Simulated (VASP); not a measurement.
# PIr2 in VASP: further runs, part 2 of 2

VASP 6.6.1.

**4. Single point, LDA (volume scaled by 0.94)**

INCAR

```
SYSTEM = PIr2
ALGO = Normal
EDIFF = 1E-7
ENCUT = 520
GGA = CA
ISIF = 2
ISMEAR = -1
LASPH = .TRUE.
LCHARG = .FALSE.
LREAL = .FALSE.
LWAVE = .FALSE.
NBANDS = 18
NELM = 60
PREC = Accurate
SIGMA = 0.05
```

KPOINTS

```
k-points
0
G
  11 11 11
  0 0 0
```

POSCAR

```
PIr2
1.0
    0.0000000000      2.7110045559      2.7110045559
    2.7110045559      0.0000000000      2.7110045559
    2.7110045559      2.7110045559      0.0000000000
P Ir
1 2
Direct
    0.0000000000      0.0000000000      0.0000000000
    0.2500000000      0.2500000000      0.2500000000
    0.7500000000      0.7500000000      0.7500000000
```

Potentials or basis: VASP PAW LDA potentials, release 64 (P, Ir).

Command:

```console
cat potpaw_LDA.64/P/POTCAR potpaw_LDA.64/Ir/POTCAR > POTCAR
mpirun -np 1 vasp_std > vasp.out
```

OUTCAR:

```text
SYSTEM = PIr2
   EDIFF = 1E-7
   ENCUT = 520
   GGA = CA
   ISIF = 2
   ISMEAR = -1
   LASPH = .TRUE.
   LREAL = .FALSE.
   NELM = 60
   PREC = Accurate

 ion  position               nearest neighbor table
   1  0.000  0.000  0.000-   3 2.35   3 2.35   3 2.35   2 2.35   2 2.35   2 2.35   3 2.35   2 2.35

   2  0.250  0.250  0.250-   1 2.35   1 2.35   1 2.35   1 2.35   3 2.71   3 2.71   3 2.71   3 2.71
                             3 2.71   3 2.71
   3  0.750  0.750  0.750-   1 2.35   1 2.35   1 2.35   1 2.35   2 2.71   2 2.71   2 2.71   2 2.71
                             2 2.71   2 2.71

  LATTYP: Found a face centered cubic cell.
 ALAT       =     5.4220091118

  Lattice vectors:

 A1 = (   0.0000000000,   2.7110045559,   2.7110045559)
 A2 = (   2.7110045559,   0.0000000000,   2.7110045559)
 A3 = (   2.7110045559,   2.7110045559,   0.0000000000)

Analysis of symmetry for initial positions (statically):
=====================================================================
 Subroutine PRICEL returns:
 Original cell was already a primitive cell.

 Routine SETGRP: Setting up the symmetry group for a
 face centered cubic supercell.

 Subroutine GETGRP returns: Found 48 space group operations
 (whereof 48 operations were pure point group operations)
 out of a pool of 48 trial point group operations.

The static configuration has the point symmetry O_h .

Analysis of symmetry for dynamics (positions and initial velocities):
=====================================================================
 Subroutine PRICEL returns:
 Original cell was already a primitive cell.

 Routine SETGRP: Setting up the symmetry group for a
 face centered cubic supercell.

 Subroutine GETGRP returns: Found 48 space group operations
 (whereof 48 operations were pure point group operations)
 out of a pool of 48 trial point group operations.

The dynamic configuration has the point symmetry O_h .

[... 112 lines left out ...]
   NUPDOWN=      -1.0000    fix difference up-down
   EMIN   =  10.00;   EMAX   =-10.00  energy-range for DOS
   EFERMI =   0.00;   METHOD = LEGACY
   ISMEAR =    -1;   SIGMA  =   0.05  broadening in eV -4-tet -1-fermi 0-gaus
   EFERMI_NEDOS =   21; number of points for ismear=-14 and -15
   IALGO  =     38    algorithm
   IMIX   =      4    mixing-type and parameters
     AMIX     =   0.40;   BMIX     =  1.00
     AMIX_MAG =   1.60;   BMIX_MAG =  1.00
  volume/ion in A,a.u.               =      13.28        89.64
  Fermi-wavevector in a.u.,A,eV,Ry     =   1.363046  2.575784 25.278190  1.857895
  Thomas-Fermi vector in A             =   2.489483
   LORBIT       =      0    0 simple, 1 ext, 2 COOP (PROOUT), +10 PAW based schemes
   GGA     = CA    functional components
   LHFCALC =     F    Hartree Fock is set to
   AEXX    =    0.0000 exact exchange contribution
   IVDW    =     0    specifies the selected vdW correction
   LEPSILON=     F    determine dielectric tensor
   LRPA    =     F    only Hartree local field effects (RPA)
 non-spin polarized calculation
  energy-cutoff  :      520.00
  volume of cell :       39.85
 maximum number of plane-waves:      1082
 NGX is ok and might be reduce to    30
   NGX = 15   NGY = 15   NGZ = 15

 number of electron      22.9999999 magnetization

 Free energy of the ion-electron system (eV)
  ---------------------------------------------------
  ext. energy  EPLUGINS =         0.00000000
  ---------------------------------------------------
  free energy    TOTEN  =       -27.91955461 eV

  energy without entropy =      -27.91407479  energy(sigma->0) =      -27.91681470

 E-fermi :  10.9506     XC(G=0): -13.4609

 val. band max:       10.9166753823   @ k =  -0.2727   0.2727   0.0000
 cond. band min:      10.9570801902   @ k =   0.3636   0.2727   0.0909
 fundamental gap:      0.0404048079
 Fermi energy:        10.9506164164

 k-point     1 :       0.0000    0.0000    0.0000
  band No.  band energies     occupation
      1      -4.1633      2.00000
      2       2.6824      2.00000
      3       2.6824      2.00000
      4       2.6824      2.00000
      5       4.3363      2.00000
      6       4.3363      2.00000
[... 481 lines left out ...]
      5       5.0678      2.00000
      6       5.5965      2.00000
[... 10 lines left out ...]
     17      18.3589      0.00000
     18      20.5188      0.00000

 [... further k-points ...]
[... 5 lines left out ...]
  --------------------------------------------------------------------------------------
  -------------------------------------------------------------------------------------
  Total        4.6893523      4.6893523      4.6893523      0.0000000     -0.0000000      0.0000000
  in kB      188.5396557    188.5396557    188.5396557      0.0000000     -0.0000000      0.0000000
  external PRESSURE =     188.5396557 kB  Pullay stress =       0.0000000 kB

 VOLUME and BASIS-vectors are now :
 -----------------------------------------------------------------------------
  energy-cutoff  :      520.00
  volume of cell :       39.85
      direct lattice vectors                 reciprocal lattice vectors
     0.000000000  2.711004556  2.711004556    -0.184433478  0.184433478  0.184433478
     2.711004556  0.000000000  2.711004556     0.184433478 -0.184433478  0.184433478
     2.711004556  2.711004556  0.000000000     0.184433478  0.184433478 -0.184433478

 POSITION                                       TOTAL-FORCE (eV/Angst)
 -----------------------------------------------------------------------------------
      0.00000      0.00000      0.00000        -0.000000     -0.000000     -0.000000
      1.35550      1.35550      1.35550        -0.000000     -0.000000     -0.000000
      4.06651      4.06651      4.06651         0.000000      0.000000      0.000000
 -----------------------------------------------------------------------------------
    total drift:                               -0.000000      0.000000      0.000000

  FREE ENERGIE OF THE ION-ELECTRON SYSTEM (eV)
  ---------------------------------------------------
  free  energy   TOTEN  =       -27.9195546089 eV

  energy  without entropy=      -27.9140747939  energy(sigma->0) =      -27.91681470
```

OSZICAR:

```text
N       E                     dE             d eps       ncg     rms          rms(c)
DAV:   1     0.196792836722E+03    0.19679E+03   -0.10443E+04  2016   0.121E+03
DAV:   2    -0.189179102052E+02   -0.21571E+03   -0.20374E+03  2020   0.351E+02
DAV:   3    -0.288897663173E+02   -0.99719E+01   -0.98030E+01  2602   0.814E+01
DAV:   4    -0.290869442916E+02   -0.19718E+00   -0.19660E+00  2528   0.111E+01
DAV:   5    -0.290910882315E+02   -0.41439E-02   -0.41431E-02  2524   0.158E+00    0.295E+01
DAV:   6    -0.280640303194E+02    0.10271E+01   -0.23224E+00  2790   0.180E+01    0.117E+01
DAV:   7    -0.279500177670E+02    0.11401E+00   -0.10526E-01  2180   0.247E+00    0.538E+00
DAV:   8    -0.279200050258E+02    0.30013E-01   -0.29068E-02  2462   0.927E-01    0.737E-01
DAV:   9    -0.279196706429E+02    0.33438E-03   -0.22382E-03  2514   0.401E-01    0.393E-01
DAV:  10    -0.279195757690E+02    0.94874E-04   -0.36678E-04  2460   0.202E-01    0.132E-01
DAV:  11    -0.279195557885E+02    0.19981E-04   -0.41338E-05  2378   0.578E-02    0.288E-02
DAV:  12    -0.279195547721E+02    0.10163E-05   -0.32602E-06  2466   0.106E-02    0.661E-03
DAV:  13    -0.279195546075E+02    0.16464E-06   -0.42615E-07  2562   0.429E-03    0.221E-03
DAV:  14    -0.279195546089E+02   -0.13761E-08   -0.27855E-08  1092   0.132E-03
   1 F= -.27919555E+02 E0= -.27916815E+02  d E =-.547981E-02
```

stdout:

```text
POSCAR found type information on POSCAR P Ir
 POSCAR found :  2 types and       3 ions
 scaLAPACK will be used
 LDA part: xc-table for (Slater(with rela. corr.)+CA(PZ))
 , standard interpolation
 POSCAR, INCAR and KPOINTS ok, starting setup
 FFT: planning ... GRIDC
 FFT: planning ... GRID_SOFT
 FFT: planning ... GRID
 WAVECAR not read
 entering main loop
```

Run time: 62 s. Hardware: 1 thread of Intel Xeon Platinum 8259CL at 2.50GHz (Skylake/Cascade Lake), shared host; peak memory 0.17 GiB.

What came out:

- Free energy: -27.9196 eV
- Pressure: 18.9 GPa

Caveat: spin-orbit coupling is left out, which moves the levels of the heavy elements.

**5. Single point, LDA (volume scaled by 0.98)**

INCAR

```
ALGO = Normal
EDIFF = 1E-7
ENCUT = 520
GGA = CA
ISIF = 2
ISMEAR = -1
LASPH = True
LCHARG = False
LREAL = False
LWAVE = False
NBANDS = 18
NELM = 80
PREC = Accurate
SIGMA = 0.05
```

KPOINTS

```
k-points
0
Gamma
  11 11 11
```

POSCAR

```
PIr2
1.0
    0.0000000000      2.7489256148      2.7489256148
    2.7489256148      0.0000000000      2.7489256148
    2.7489256148      2.7489256148      0.0000000000
P Ir
1 2
Direct
    0.0000000000      0.0000000000      0.0000000000
    0.2500000000      0.2500000000      0.2500000000
    0.7500000000      0.7500000000      0.7500000000
```

Potentials or basis: VASP PAW LDA potentials, release 64 (P, Ir).

Command:

```console
cat potpaw_LDA.64/P/POTCAR potpaw_LDA.64/Ir/POTCAR > POTCAR
mpirun -np 1 vasp_std > vasp.out
```

OUTCAR:

```text
EDIFF = 1E-7
   ENCUT = 520
   GGA = CA
   ISIF = 2
   ISMEAR = -1
   LASPH = True
   LREAL = False
   NELM = 80
   PREC = Accurate

 ion  position               nearest neighbor table
   1  0.000  0.000  0.000-   3 2.38   3 2.38   3 2.38   2 2.38   3 2.38   2 2.38   2 2.38   2 2.38

   2  0.250  0.250  0.250-   1 2.38   1 2.38   1 2.38   1 2.38   3 2.75   3 2.75   3 2.75   3 2.75
                             3 2.75   3 2.75
   3  0.750  0.750  0.750-   1 2.38   1 2.38   1 2.38   1 2.38   2 2.75   2 2.75   2 2.75   2 2.75
                             2 2.75   2 2.75

  LATTYP: Found a face centered cubic cell.
 ALAT       =     5.4978512296

  Lattice vectors:

 A1 = (   0.0000000000,   2.7489256148,   2.7489256148)
 A2 = (   2.7489256148,   0.0000000000,   2.7489256148)
 A3 = (   2.7489256148,   2.7489256148,   0.0000000000)

Analysis of symmetry for initial positions (statically):
=====================================================================
 Subroutine PRICEL returns:
 Original cell was already a primitive cell.

 Routine SETGRP: Setting up the symmetry group for a
 face centered cubic supercell.

 Subroutine GETGRP returns: Found 48 space group operations
[... 162 lines left out ...]
  ---------------------------------------------------
  free energy    TOTEN  =       -28.03540994 eV

  energy without entropy =      -28.02979575  energy(sigma->0) =      -28.03260284

 E-fermi :  10.2560     XC(G=0): -13.2368

 val. band max:       10.2179453996   @ k =   0.2727   0.0000   0.0000
 cond. band min:      10.2642906655   @ k =   0.3636   0.2727   0.0909
 fundamental gap:      0.0463452660
 Fermi energy:        10.2560261784

 k-point     1 :       0.0000    0.0000    0.0000
  band No.  band energies     occupation
      1      -4.4557      2.00000
      2       2.4039      2.00000
      3       2.4039      2.00000
      4       2.4039      2.00000
      5       4.0330      2.00000
      6       4.0330      2.00000
[... 481 lines left out ...]
      5       4.7227      2.00000
      6       5.2242      2.00000
[... 10 lines left out ...]
     17      17.3370      0.00000
     18      19.5052      0.00000

 [... further k-points ...]
[... 5 lines left out ...]
  --------------------------------------------------------------------------------------
  -------------------------------------------------------------------------------------
  Total        0.8999396      0.8999396      0.8999396      0.0000000      0.0000000      0.0000000
  in kB       34.7060332     34.7060332     34.7060332      0.0000000      0.0000000      0.0000000
  external PRESSURE =      34.7060332 kB  Pullay stress =       0.0000000 kB

 VOLUME and BASIS-vectors are now :
 -----------------------------------------------------------------------------
  energy-cutoff  :      520.00
  volume of cell :       41.55
      direct lattice vectors                 reciprocal lattice vectors
     0.000000000  2.748925615  2.748925615    -0.181889243  0.181889243  0.181889243
     2.748925615  0.000000000  2.748925615     0.181889243 -0.181889243  0.181889243
     2.748925615  2.748925615  0.000000000     0.181889243  0.181889243 -0.181889243

 POSITION                                       TOTAL-FORCE (eV/Angst)
 -----------------------------------------------------------------------------------
      0.00000      0.00000      0.00000         0.000000      0.000000     -0.000000
      1.37446      1.37446      1.37446         0.000000     -0.000000      0.000000
      4.12339      4.12339      4.12339        -0.000000     -0.000000     -0.000000
 -----------------------------------------------------------------------------------
    total drift:                               -0.000000      0.000000      0.000000

  FREE ENERGIE OF THE ION-ELECTRON SYSTEM (eV)
  ---------------------------------------------------
  free  energy   TOTEN  =       -28.0354099421 eV

  energy  without entropy=      -28.0297957477  energy(sigma->0) =      -28.03260284
```

stdout:

```text
POSCAR found type information on POSCAR P Ir
 POSCAR found :  2 types and       3 ions
 scaLAPACK will be used
 LDA part: xc-table for (Slater(with rela. corr.)+CA(PZ))
 , standard interpolation
 POSCAR, INCAR and KPOINTS ok, starting setup
 FFT: planning ... GRIDC
 FFT: planning ... GRID_SOFT
 FFT: planning ... GRID
 WAVECAR not read
 entering main loop
```

It took 52 s on 1 thread of Intel Xeon Platinum 8259CL at 2.50GHz (Skylake/Cascade Lake), shared host; peak memory 0.18 GiB.

Results:

| Quantity | Value |
| --- | --- |
| Free energy | -28.0354 eV |
| Pressure | 3.5 GPa |

Levels at points of the mesh, in eV from the Fermi level:
```
           k point  band 9  band 10  band 11  band 12  band 13  band 14  band 15  band 16
(0.00, 0.00, 0.00)   -0.62     0.39     1.60     1.60     4.45     4.45     4.45     5.01
```

Caveat: spin-orbit coupling is left out, which moves the levels of the heavy elements.

**6. Single point, LDA (volume scaled by 1.01)**

INCAR

```
SYSTEM = PIr2
PREC = Accurate
ENCUT = 520
EDIFF = 1E-7
ISMEAR = -1
SIGMA = 0.05
LREAL = .False.
LASPH = .True.
NELM = 100
ALGO = Normal
ISIF = 2
LWAVE = .False.
LCHARG = .False.
NBANDS = 18
```

KPOINTS

```
regular mesh
0
Gamma
  11 11 11
  0 0 0
```

POSCAR

```
PIr2
1.0
    0.0000000000      2.7766944197      2.7766944197
    2.7766944197      0.0000000000      2.7766944197
    2.7766944197      2.7766944197      0.0000000000
P Ir
1 2
Direct
    0.0000000000      0.0000000000      0.0000000000
    0.2500000000      0.2500000000      0.2500000000
    0.7500000000      0.7500000000      0.7500000000
```

Potentials or basis: VASP PAW LDA potentials, release 64 (P, Ir).

Command:

```console
cat potpaw_LDA.64/P/POTCAR potpaw_LDA.64/Ir/POTCAR > POTCAR
mpirun -np 1 vasp_std > vasp.out
```

Wall time 55 s (1 thread of Intel Xeon Platinum 8259CL at 2.50GHz (Skylake/Cascade Lake), shared host); peak memory 0.18 GiB.

It converged, with:

```
Free energy : -28.0254 eV
Pressure    : -5.9 GPa
```

Levels at points of the mesh, in eV from the Fermi level:
| k point | band 10 | band 11 | band 12 | band 13 | band 14 | band 15 |
| --- | --- | --- | --- | --- | --- | --- |
| (0.00, 0.00, 0.00) | 0.32 | 1.51 | 1.51 | 4.31 | 4.31 | 4.31 |

Caveat: spin-orbit coupling is left out, which moves the levels of the heavy elements.

**7. Summary**

```tsv
cell	gap on the mesh (eV)	pressure (GPa)	largest force (eV/Å)
a = 3.934 Å, angles 59.3°, 3 atoms	none	-2.9	0.04
a = 3.953 Å, angles 58.7°, 3 atoms	none	-2.7	0.08
a = 3.834 Å, angles 60.0°, 3 atoms	none	18.9	-
a = 3.888 Å, angles 60.0°, 3 atoms	none	3.5	-
a = 3.927 Å, angles 60.0°, 3 atoms	none	-5.9	-
```

Alike in all rows: task single point; level LDA; potentials or basis VASP PAW LDA potentials, release 64 (P, Ir); no spin polarisation; k mesh 11 × 11 × 11; cutoff (eV) 520; smearing fermi-dirac 0.05 eV.

Caveats: spin-orbit coupling is left out, which moves the levels of the heavy elements.

Total energies depend on the potentials used, so only differences within one code and one set of settings carry meaning.
